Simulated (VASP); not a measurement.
# WC in VASP: further runs, part 2 of 2

VASP 6.6.1. Earlier steps stand in the parts before.

**4. Relaxation of the atoms, PBEsol**

INCAR reads:

```
ALGO = Fast ; DIPOL = 0.5 0.5 0.500
EDIFF = 1E-6 ; EDIFFG = -0.03
ENCUT = 520 ; GGA = PS
IBRION = 2 ; IDIPOL = 3
ISIF = 2 ; ISMEAR = 0
KPAR = 4 ; LASPH = True
LCHARG = False ; LDIPOL = True
LREAL = False ; LWAVE = False
NELM = 80 ; NSW = 90
PREC = Accurate ; SIGMA = 0.1
```

KPOINTS reads:

```
k-points
0
Gamma
  10 10 1
```

POSCAR reads:

```
WC
1.0
    2.8276119040      0.0000000000      0.0000000000
    0.0000000000      2.8984136663      0.0000000000
    0.0000000000      0.0000000000     22.8568996867
C W
3 3
Selective dynamics
Direct
    0.5000000000      0.0000000000      0.3718789563  F F F
    0.5000000000      0.5000000000      0.4816969938  F F F
    0.5000000000      0.0000000000      0.5915150312  T T T
    0.0000000000      0.5000000000      0.4084849688  F F F
    0.0000000000      0.0000000000      0.5183030062  T T T
    0.0000000000      0.5000000000      0.6281210437  T T T
```

Potentials or basis: VASP PAW PBE potentials, release 64 (C, W_sv).

On the command line:

```bash
> cat potpaw_PBE.64/C/POTCAR potpaw_PBE.64/W_sv/POTCAR > POTCAR
> mpirun -np 4 vasp_std > vasp.out
```

OUTCAR:

```text
EDIFF = 1E-6
   EDIFFG = -0.03
   ENCUT = 520
   GGA = PS
   IBRION = 2
   ISIF = 2
   ISMEAR = 0
   LASPH = True
   LREAL = False
   NELM = 80
   NSW = 90
   PREC = Accurate

 ion  position               nearest neighbor table
   1  0.500  0.000  0.372-   4 2.19   4 2.19   4 2.19   4 2.19
   2  0.500  0.500  0.482-   5 2.19   5 2.19   5 2.19   5 2.19   4 2.19   4 2.19
   3  0.500  0.000  0.592-   6 2.19   6 2.19   6 2.19   6 2.19   5 2.19   5 2.19
   4  0.000  0.500  0.408-   1 2.19   1 2.19   1 2.19   1 2.19   2 2.19   2 2.19   5 2.90   5 2.90

   5  0.000  0.000  0.518-   2 2.19   2 2.19   2 2.19   2 2.19   3 2.19   3 2.19   4 2.90   4 2.90
                             6 2.90   6 2.90
   6  0.000  0.500  0.628-   3 2.19   3 2.19   3 2.19   3 2.19   5 2.90   5 2.90

  LATTYP: Found a simple orthorhombic cell.
 ALAT       =     2.8276119040
 B/A-ratio  =     1.0250394201
 C/A-ratio  =     8.0834642316

  Lattice vectors:

 A1 = (   2.8276119040,   0.0000000000,   0.0000000000)
 A2 = (   0.0000000000,   2.8984136663,   0.0000000000)
 A3 = (   0.0000000000,   0.0000000000,  22.8568996867)

Analysis of symmetry for initial positions (statically):
=====================================================================
 Subroutine PRICEL returns:
 Original cell was already a primitive cell.

 Routine SETGRP: Setting up the symmetry group for a
 simple orthorhombic supercell.

 Subroutine GETGRP returns: Found  4 space group operations
 (whereof  4 operations were pure point group operations)
 out of a pool of  8 trial point group operations.

The static configuration has the point symmetry C_2v.

Analysis of symmetry for dynamics (positions and initial velocities):
=====================================================================
 Subroutine PRICEL returns:
 Original cell was already a primitive cell.

 Routine SETGRP: Setting up the symmetry group for a
 simple orthorhombic supercell.

[... 175 lines left out ...]
  free energy    TOTEN  =       -67.24499054 eV

  energy without entropy =      -67.22361106  energy(sigma->0) =      -67.23430080

------------------------ aborting loop because EDIFF is reached ----------------------------------------

  FORCE on cell =-STRESS in cart. coord.  units (eV):
  Direction    XX          YY          ZZ          XY          YZ          ZX
  --------------------------------------------------------------------------------------
  -------------------------------------------------------------------------------------
  Total       -5.2995053     -5.5375780     -3.2816037      0.0000000      0.0000000      0.0000000
  in kB      -45.3261069    -47.3623176    -28.0672087      0.0000000      0.0000000      0.0000000
  external PRESSURE =     -40.2518777 kB  Pullay stress =       0.0000000 kB
[... 21 lines left out ...]
  FREE ENERGIE OF THE ION-ELECTRON SYSTEM (eV)
  ---------------------------------------------------
  free  energy   TOTEN  =       -67.2449905440 eV

  energy  without entropy=      -67.2236110599  energy(sigma->0) =      -67.23430080

 dipolmoment           0.000000      0.000000      0.006729 electrons x Angstroem

--------------------------------------- Ionic step        2  -------------------------------------------

 number of electron      53.9999999 magnetization

------------------------ aborting loop because EDIFF is reached ----------------------------------------
[... 195 lines left out ...]
--------------------------------------- Ionic step        7  -------------------------------------------

 number of electron      54.0000000 magnetization

 dipolmoment           0.000000      0.000000     -0.029109 electrons x Angstroem

 Free energy of the ion-electron system (eV)
  ---------------------------------------------------
  ext. energy  EPLUGINS =         0.00000000
  ---------------------------------------------------
  free energy    TOTEN  =       -67.26586455 eV

  energy without entropy =      -67.24005073  energy(sigma->0) =      -67.25295764

 E-fermi :  -0.0482     XC(G=0):  -5.4935

 val. band max:       -0.0488615924   @ k =   0.3000   0.5000   0.0000
 cond. band min:      -0.0417037148   @ k =   0.1000   0.5000   0.0000
 fundamental gap:      0.0071578777
 Fermi energy:        -0.0482146144

 k-point     1 :       0.0000    0.0000    0.0000
  band No.  band energies     occupation
      1     -73.9758      2.00000
      2     -73.9573      2.00000
      3     -73.9027      2.00000
      4     -38.5874      2.00000
      5     -38.2930      2.00000
      6     -38.0241      2.00000
[... 829 lines left out ...]
     31       4.2552      0.00000
     32       5.0627      0.00000

 [... further k-points ...]

------------------------ aborting loop because EDIFF is reached ----------------------------------------

 vacuum level on the upper side and lower side of the slab       (xc-potential included)        -0.323         0.305

  FORCE on cell =-STRESS in cart. coord.  units (eV):
  Direction    XX          YY          ZZ          XY          YZ          ZX
  --------------------------------------------------------------------------------------
  -------------------------------------------------------------------------------------
  Total       -4.5951796     -4.4375821     -2.4285598      0.0000000      0.0000000      0.0000000
  in kB      -39.3020839    -37.9541696    -20.7712145      0.0000000      0.0000000      0.0000000
  external PRESSURE =     -32.6758227 kB  Pullay stress =       0.0000000 kB
[... 21 lines left out ...]
  FREE ENERGIE OF THE ION-ELECTRON SYSTEM (eV)
  ---------------------------------------------------
  free  energy   TOTEN  =       -67.2658645487 eV

  energy  without entropy=      -67.2400507275  energy(sigma->0) =      -67.25295764

 reached required accuracy - stopping structural energy minimisation

 vacuum level on the upper side and lower side of the slab         5.270         5.913
```

OSZICAR:

```text
N       E                     dE             d eps       ncg     rms          rms(c)
DAV:   1     0.572281010002E+03    0.57228E+03   -0.32895E+04  2824   0.157E+03
[... 83 lines left out ...]
RMM:   2    -0.672668042181E+02   -0.21393E-02   -0.12376E-02  2698   0.752E-01    0.211E-01
RMM:   3    -0.672662099619E+02    0.59426E-03   -0.20972E-03  2692   0.270E-01    0.136E-01
RMM:   4    -0.672658735569E+02    0.33640E-03   -0.38439E-04  2743   0.116E-01    0.407E-02
RMM:   5    -0.672658703836E+02    0.31733E-05   -0.11876E-04  2464   0.680E-02    0.252E-02
RMM:   6    -0.672658651288E+02    0.52548E-05   -0.44710E-05  2742   0.425E-02    0.104E-02
RMM:   7    -0.672658644453E+02    0.68350E-06   -0.14753E-05  2343   0.239E-02    0.492E-03
RMM:   8    -0.672658645487E+02   -0.10339E-06   -0.41308E-06  1661   0.122E-02
   7 F= -.67265865E+02 E0= -.67252958E+02  d E =-.232870E-03
```

Wall time 12 min (4 MPI ranks of Oxide Virtual Turin-like, shared host); peak memory 0.42 GiB.

Results:

* Free energy: -67.2659 eV
* Energy gained by relaxing: 3.5 meV/atom
* Ionic steps: 7
* Band gap on the k mesh: zero (bands 27 and 28 overlap by 1.96 eV)

The path:
```tsv
step	energy change (eV)	largest force on free atoms (eV/Å)	pressure (GPa)
1	0.0000	0.7692	-4.03
2	-0.0196	0.2537	-3.33
3	-0.0200	0.1791	-3.43
4	-0.0206	0.0632	-3.37
5	-0.0206	0.0358	-3.38
6	-0.0207	0.0310	-3.36
7	-0.0209	0.0157	-3.27
```

Final structure:
```
C W
1.0
     2.82761    0.00000    0.00000
     0.00000    2.89841    0.00000
     0.00000    0.00000   22.85690
C W
3 3
Direct
  0.50000 0.00000 0.37188
  0.50000 0.50000 0.48170
  0.50000 0.00000 0.59234
  0.00000 0.50000 0.40848
  0.00000 0.00000 0.51854
  0.00000 0.50000 0.62631
```

Caveat: the PAW data sets were made with another functional, which shifts forces and pressure a little; spin-orbit coupling is left out, which moves the levels of the heavy elements.
